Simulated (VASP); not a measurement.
# Cd (P6_3/mmc) in VASP: a series of runs

The runs below take Cd through single point, with r2SCAN.

Program: VASP 6.6.1. These are calculated values, not measurements. Logs are shortened: lines on timing, memory, paths and dates and some standing lists are left out, and cuts for length are marked.

### 1 The cell of the first run

Symmetry: P6_3/mmc, No. 194, hexagonal system. Conventional cell: a = 2.951 Å, b = 2.951 Å, c = 5.884 Å, α = 90.00°, β = 90.00°, γ = 120.00°. Within 3.9 Å of Cd (site symmetry -6m2) lie 12 Cd at 2.95 to 3.40 Å.

### 2 Single point, r2SCAN

Input file POSCAR:

```
Cd
1.0
    2.9509006248      0.0000000000      0.0000000000
   -1.4754503124      2.5555549051      0.0000000000
    0.0000000000      0.0000000000      5.8838547497
Cd
2
Direct
    0.3333333333      0.6666666667      0.2500000000
    0.6666666667      0.3333333333      0.7500000000
```

Input file INCAR.step1:

```
SYSTEM = Cd
  PREC = Accurate
  ENCUT = 520
  ISMEAR = 1
  SIGMA = 0.1
  LREAL = .FALSE.
  LASPH = .TRUE.
  NELM = 60
  NBANDS = 19
  GGA = PE
  ALGO = Normal
  EDIFF = 1E-4
  LWAVE = .TRUE.
  LCHARG = .FALSE.
```

Input file INCAR.step2:

```
SYSTEM = Cd
  PREC = Accurate
  ENCUT = 520
  EDIFF = 1E-6
  ISMEAR = 1
  SIGMA = 0.1
  LREAL = .FALSE.
  LASPH = .TRUE.
  NELM = 60
  ALGO = Normal
  ISIF = 2
  LWAVE = .FALSE.
  LCHARG = .FALSE.
  METAGGA = R2SCAN
  LMIXTAU = .TRUE.
  NBANDS = 19
  ISTART = 1
```

Input file KPOINTS:

```
regular mesh
0
G
  12 12 6
  0 0 0
```

Potentials or basis: VASP PAW PBE potentials, release 64 (Cd).

Command:

```sh
$ cat potpaw_PBE.64/Cd/POTCAR > POTCAR
$ cp INCAR.step1 INCAR
$ mpirun -np 1 vasp_std > vasp.out
$ cp INCAR.step2 INCAR
$ mpirun -np 1 vasp_std > vasp.out
```

OUTCAR:

```text
SYSTEM = Cd
   PREC = Accurate
   ENCUT = 520
   EDIFF = 1E-6
   ISMEAR = 1
   LREAL = .FALSE.
   LASPH = .TRUE.
   NELM = 60
   ISIF = 2
   METAGGA = R2SCAN
   ISTART = 1

 ion  position               nearest neighbor table
   1  0.333  0.667  0.250-   2 3.40   2 3.40   2 3.40   2 3.40   2 3.40   2 3.40
   2  0.667  0.333  0.750-   1 3.40   1 3.40   1 3.40   1 3.40   1 3.40   1 3.40

  LATTYP: Found a hexagonal cell.
 ALAT       =     2.9509006248
 C/A-ratio  =     1.9939182974

  Lattice vectors:

 A1 = (   2.9509006248,   0.0000000000,   0.0000000000)
 A2 = (  -1.4754503124,   2.5555549051,   0.0000000000)
 A3 = (   0.0000000000,   0.0000000000,   5.8838547497)

Analysis of symmetry for initial positions (statically):
=====================================================================
 Subroutine PRICEL returns:
 Original cell was already a primitive cell.

 Routine SETGRP: Setting up the symmetry group for a
 hexagonal supercell.

 Subroutine GETGRP returns: Found 24 space group operations
 (whereof 12 operations were pure point group operations)
 out of a pool of 24 trial point group operations.

The static configuration has the point symmetry D_3d.
 The point group associated with its full space group is D_6h.

Analysis of symmetry for dynamics (positions and initial velocities):
=====================================================================
 Subroutine PRICEL returns:
 Original cell was already a primitive cell.

 Routine SETGRP: Setting up the symmetry group for a
 hexagonal supercell.

 Subroutine GETGRP returns: Found 24 space group operations
 (whereof 12 operations were pure point group operations)
 out of a pool of 24 trial point group operations.

The dynamic configuration has the point symmetry D_3d.
 The point group associated with its full space group is D_6h.

 Subroutine INISYM returns: Found 24 space group operations
 (whereof 12 operations are pure point group operations),
 and found     1 'primitive' translations

----------------------------------------------------------------------------------------

                                     Primitive cell

  volume of cell :      44.3713

  direct lattice vectors                    reciprocal lattice vectors
     2.950900625  0.000000000  0.000000000     0.338879592  0.195652224  0.000000000
    -1.475450312  2.555554905  0.000000000     0.000000000  0.391304447  0.000000000
     0.000000000  0.000000000  5.883854750     0.000000000  0.000000000  0.169956609

[... 82 lines left out ...]
   NELM   =     60;   NELMIN=  2; NELMDL=  0     # of ELM steps
   EDIFF  = 0.1E-05   stopping-criterion for ELM
   LREAL  =      F    real-space projection
   EDIFFG = 0.1E-04   stopping-criterion for IOM
   NSW    =      0    number of steps for IOM
   IBRION =     -1    ionic relax: 0-MD 1-quasi-New 2-CG
   NFREE  =      0    steps in history (QN), initial steepest desc. (CG)
   ISIF   =      2    stress and relaxation
   ISYM   =      2    0-nonsym 1-usesym 2-fastsym
   POTIM  = 0.5000    time-step for ionic-motion
   TEBEG  =    0.0;   TEEND  =   0.0 temperature during run
   PSTRESS=    0.0 pullay stress
   NELECT =      24.0000    total number of electrons
   NUPDOWN=      -1.0000    fix difference up-down
   EMIN   =  10.00;   EMAX   =-10.00  energy-range for DOS
   EFERMI =   0.00;   METHOD = LEGACY
   ISMEAR =     1;   SIGMA  =   0.10  broadening in eV -4-tet -1-fermi 0-gaus
   EFERMI_NEDOS =   21; number of points for ismear=-14 and -15
   IALGO  =     38    algorithm
   IMIX   =      4    mixing-type and parameters
     AMIX     =   0.40;   BMIX     =  1.00
     AMIX_MAG =   1.60;   BMIX_MAG =  1.00
  volume/ion in A,a.u.               =      22.19       149.72
  Fermi-wavevector in a.u.,A,eV,Ry     =   1.333863  2.520636 24.207368  1.779191
  Thomas-Fermi vector in A             =   2.462689
   LORBIT       =      0    0 simple, 1 ext, 2 COOP (PROOUT), +10 PAW based schemes
   METAGGA = R2SCAN    functional components
   LHFCALC =     F    Hartree Fock is set to
   AEXX    =    0.0000 exact exchange contribution
   IVDW    =     0    specifies the selected vdW correction
   LEPSILON=     F    determine dielectric tensor
   LRPA    =     F    only Hartree local field effects (RPA)
 non-spin polarized calculation
 Methfessel and Paxton  Order N= 1 SIGMA  =   0.10
  energy-cutoff  :      520.00
  volume of cell :       44.37
 maximum number of plane-waves:      1222
 NGX is ok and might be reduce to    24
   NGX = 11   NGY = 11   NGZ = 21

 number of electron      24.0000004 magnetization

 Free energy of the ion-electron system (eV)
  ---------------------------------------------------
  ext. energy  EPLUGINS =         0.00000000
  ---------------------------------------------------
  free energy    TOTEN  =       -40.21198082 eV

  energy without entropy =      -40.21134809  energy(sigma->0) =      -40.21176991

 E-fermi :   2.6647     XC(G=0): -11.6160

 val. band max:        2.6498737899   @ k =   0.1667   0.0833   0.1667
 cond. band min:       2.6754015091   @ k =   0.2500   0.0833   0.0000
 fundamental gap:      0.0255277192
 Fermi energy:         2.6646820571

 k-point     1 :       0.0000    0.0000    0.0000
  band No.  band energies     occupation
      1      -7.6196      2.00000
      2      -7.4273      2.00000
      3      -6.9256      2.00000
      4      -6.9256      2.00000
      5      -6.8892      2.00000
      6      -6.8892      2.00000
[... 505 lines left out ...]
      6      -6.5162      2.00000
[... 11 lines left out ...]
     18      14.8991      0.00000
     19      16.7363      0.00000

 [... further k-points ...]

------------------------ aborting loop because EDIFF is reached ----------------------------------------

  FORCE on cell =-STRESS in cart. coord.  units (eV):
  Direction    XX          YY          ZZ          XY          YZ          ZX
  --------------------------------------------------------------------------------------
  -------------------------------------------------------------------------------------
  Total        0.1362038      0.1362038      0.0531535      0.0000000      0.0000000      0.0000000
  in kB        4.9181072      4.9181072      1.9192893      0.0000000      0.0000000      0.0000000
  external PRESSURE =       3.9185012 kB  Pullay stress =       0.0000000 kB

 VOLUME and BASIS-vectors are now :
 -----------------------------------------------------------------------------
  energy-cutoff  :      520.00
  volume of cell :       44.37
      direct lattice vectors                 reciprocal lattice vectors
     2.950900625  0.000000000  0.000000000     0.338879592  0.195652224  0.000000000
    -1.475450312  2.555554905  0.000000000     0.000000000  0.391304447  0.000000000
     0.000000000  0.000000000  5.883854750     0.000000000  0.000000000  0.169956609

 POSITION                                       TOTAL-FORCE (eV/Angst)
 -----------------------------------------------------------------------------------
     -0.00000      1.70370      1.47096        -0.000000      0.000000      0.000000
      1.47545      0.85185      4.41289         0.000000      0.000000     -0.000000
 -----------------------------------------------------------------------------------
    total drift:                               -0.000000      0.000000      0.000000

  FREE ENERGIE OF THE ION-ELECTRON SYSTEM (eV)
  ---------------------------------------------------
  free  energy   TOTEN  =       -40.2119808233 eV

  energy  without entropy=      -40.2113480864  energy(sigma->0) =      -40.21176991
```

It took 2.2 min on 1 thread of Intel Xeon Platinum 8488C (Sapphire Rapids), shared host; peak memory 0.2 GiB.

What came out:

| Quantity | Value |
| --- | --- |
| Free energy | -40.2120 eV |
| Pressure | 0.4 GPa |
| Band gap on the k mesh | zero (band 12 reaches 4.06 eV, above the bottom of band 13 at -0.36 eV) |

Caveat: the PAW data sets were made with another functional, which shifts forces and pressure a little.

### 3 Single point, r2SCAN

POSCAR is that of step 2.

Input file INCAR.step1:

```
PREC     = Accurate       # precision mode
ENCUT    = 520            # plane-wave cutoff, eV
ISMEAR   = 1              # smearing method
SIGMA    = 0.2            # smearing width, eV
LREAL    = F              # projectors in reciprocal space
LASPH    = T              # aspherical terms in the spheres
NELM     = 100            # most SCF steps
NBANDS   = 19             # bands
GGA      = PE             # functional
ALGO     = Normal         # electronic algorithm
EDIFF    = 1E-4           # SCF threshold, eV
LWAVE    = T              # write WAVECAR
LCHARG   = F              # write CHGCAR
```

Input file INCAR.step2:

```
PREC     = Accurate       # precision mode
ENCUT    = 520            # plane-wave cutoff, eV
EDIFF    = 1E-6           # SCF threshold, eV
ISMEAR   = 1              # smearing method
SIGMA    = 0.2            # smearing width, eV
LREAL    = F              # projectors in reciprocal space
LASPH    = T              # aspherical terms in the spheres
NELM     = 100            # most SCF steps
ALGO     = Normal         # electronic algorithm
ISIF     = 2              # what is computed and relaxed
LWAVE    = F              # write WAVECAR
LCHARG   = F              # write CHGCAR
METAGGA  = R2SCAN         # meta-GGA
LMIXTAU  = T            
NBANDS   = 19             # bands
ISTART   = 1
```

Input file KPOINTS:

```
regular mesh
0
Gamma
  12 12 6
```

Potentials or basis: VASP PAW PBE potentials, release 64 (Cd).

Command:

```sh
$ cat potpaw_PBE.64/Cd/POTCAR > POTCAR
$ cp INCAR.step1 INCAR
$ mpirun -np 1 vasp_std > vasp.out
$ cp INCAR.step2 INCAR
$ mpirun -np 1 vasp_std > vasp.out
```

OUTCAR:

```text
PREC = Accurate
   ENCUT = 520
   EDIFF = 1E-6
   ISMEAR = 1
   LREAL = F
   LASPH = T
   NELM = 100
   ISIF = 2
   METAGGA = R2SCAN
   ISTART = 1

 ion  position               nearest neighbor table
   1  0.333  0.667  0.250-   2 3.40   2 3.40   2 3.40   2 3.40   2 3.40   2 3.40
   2  0.667  0.333  0.750-   1 3.40   1 3.40   1 3.40   1 3.40   1 3.40   1 3.40

  LATTYP: Found a hexagonal cell.
 ALAT       =     2.9509006248
 C/A-ratio  =     1.9939182974

  Lattice vectors:

 A1 = (   2.9509006248,   0.0000000000,   0.0000000000)
 A2 = (  -1.4754503124,   2.5555549051,   0.0000000000)
 A3 = (   0.0000000000,   0.0000000000,   5.8838547497)

Analysis of symmetry for initial positions (statically):
=====================================================================
 Subroutine PRICEL returns:
 Original cell was already a primitive cell.

 Routine SETGRP: Setting up the symmetry group for a
 hexagonal supercell.

 Subroutine GETGRP returns: Found 24 space group operations
 (whereof 12 operations were pure point group operations)
 out of a pool of 24 trial point group operations.

The static configuration has the point symmetry D_3d.
[... 160 lines left out ...]
  free energy    TOTEN  =       -40.21254977 eV

  energy without entropy =      -40.21157116  energy(sigma->0) =      -40.21222357

 E-fermi :   2.6795     XC(G=0): -11.6168

 val. band max:        2.6745595268   @ k =   0.2500   0.0833   0.0000
 cond. band min:       3.0353701642   @ k =   0.2500  -0.0000   0.1667
 fundamental gap:      0.3608106374
 Fermi energy:         2.6795036279

 k-point     1 :       0.0000    0.0000    0.0000
  band No.  band energies     occupation
      1      -7.6201      2.00000
      2      -7.4278      2.00000
      3      -6.9270      2.00000
      4      -6.9270      2.00000
      5      -6.8906      2.00000
      6      -6.8906      2.00000
[... 505 lines left out ...]
      6      -6.5167      2.00000
[... 11 lines left out ...]
     18      14.8989      0.00000
     19      16.7361      0.00000

 [... further k-points ...]

------------------------ aborting loop because EDIFF is reached ----------------------------------------

  FORCE on cell =-STRESS in cart. coord.  units (eV):
  Direction    XX          YY          ZZ          XY          YZ          ZX
  --------------------------------------------------------------------------------------
  -------------------------------------------------------------------------------------
  Total        0.1353732      0.1353732      0.0378275      0.0000000      0.0000000      0.0000000
  in kB        4.8881178      4.8881178      1.3658909      0.0000000      0.0000000      0.0000000
  external PRESSURE =       3.7140422 kB  Pullay stress =       0.0000000 kB

 VOLUME and BASIS-vectors are now :
 -----------------------------------------------------------------------------
  energy-cutoff  :      520.00
  volume of cell :       44.37
      direct lattice vectors                 reciprocal lattice vectors
     2.950900625  0.000000000  0.000000000     0.338879592  0.195652224  0.000000000
    -1.475450312  2.555554905  0.000000000     0.000000000  0.391304447  0.000000000
     0.000000000  0.000000000  5.883854750     0.000000000  0.000000000  0.169956609

 POSITION                                       TOTAL-FORCE (eV/Angst)
 -----------------------------------------------------------------------------------
     -0.00000      1.70370      1.47096        -0.000000      0.000000      0.000000
      1.47545      0.85185      4.41289         0.000000     -0.000000      0.000000
 -----------------------------------------------------------------------------------
    total drift:                               -0.000000      0.000000      0.000000

  FREE ENERGIE OF THE ION-ELECTRON SYSTEM (eV)
  ---------------------------------------------------
  free  energy   TOTEN  =       -40.2125497727 eV

  energy  without entropy=      -40.2115711579  energy(sigma->0) =      -40.21222357
```

Wall time 2.1 min (1 thread of Intel Xeon Platinum 8488C (Sapphire Rapids), shared host); peak memory 0.2 GiB.

What came out:

```yaml
Free_energy: -40.2125 eV
Pressure: 0.4 GPa
Band_gap_on_the_k_mesh: zero (band 12 reaches 4.06 eV, above the bottom of band 13 at -0.36 eV)
```

Caveat: the PAW data sets were made with another functional, which shifts forces and pressure a little.

### 4 Single point, r2SCAN

POSCAR is that of step 3.

Input file INCAR.step1:

```
ALGO = Normal
EDIFF = 1E-4
ENCUT = 520
GGA = PE
ISMEAR = 1
LASPH = T
LCHARG = F
LREAL = F
LWAVE = T
NBANDS = 19
NELM = 60
PREC = Accurate
SIGMA = 0.3
```

Input file INCAR.step2:

```
ALGO = Normal
EDIFF = 1E-7
ENCUT = 520
ISIF = 2
ISMEAR = 1
ISTART = 1
LASPH = T
LCHARG = T
LELF = T
LMIXTAU = T
LREAL = F
LVHAR = T
LWAVE = F
METAGGA = R2SCAN
NBANDS = 19
NELM = 60
PREC = Accurate
SIGMA = 0.3
```

Input file KPOINTS:

```
k-points
0
Gamma
  12 12 6
```

Command:

```sh
$ cat potpaw_PBE.64/Cd/POTCAR > POTCAR
$ cp INCAR.step1 INCAR
$ mpirun -np 1 vasp_std > vasp.out
$ cp INCAR.step2 INCAR
$ mpirun -np 1 vasp_std > vasp.out
```

Wall time 2.8 min (1 thread of Intel Xeon Platinum 8488C (Sapphire Rapids), shared host); peak memory 0.2 GiB.

It converged, with:

* Free energy: -40.2126 eV
* Pressure: 0.3 GPa
* Band gap on the k mesh: zero (band 12 reaches 4.06 eV, above the bottom of band 13 at -0.36 eV)

Stress tensor (GPa, compression positive):
```
0.43 0.00 0.00
0.00 0.43 0.00
0.00 0.00 0.14
```

Levels at points of the mesh, in eV from the Fermi level:
| k point | band 10 | band 11 | band 12 | band 13 | band 14 | band 15 |
| --- | --- | --- | --- | --- | --- | --- |
| (0.00, 0.00, 0.00) | -8.87 | -8.87 | -3.78 | -3.08 | 9.40 | 13.94 |
| (0.50, 0.00, 0.00) | -8.51 | -2.17 | -1.59 | 1.80 | 3.08 | 3.28 |
| (0.00, 0.00, 0.50) | -8.95 | -7.54 | -7.54 | 2.98 | 2.98 | 15.83 |
| (0.50, 0.00, 0.50) | -8.51 | -1.46 | -1.46 | 0.37 | 0.37 | 7.89 |

Caveat: the PAW data sets were made with another functional, which shifts forces and pressure a little.

(Continued in part 2 of 2.)
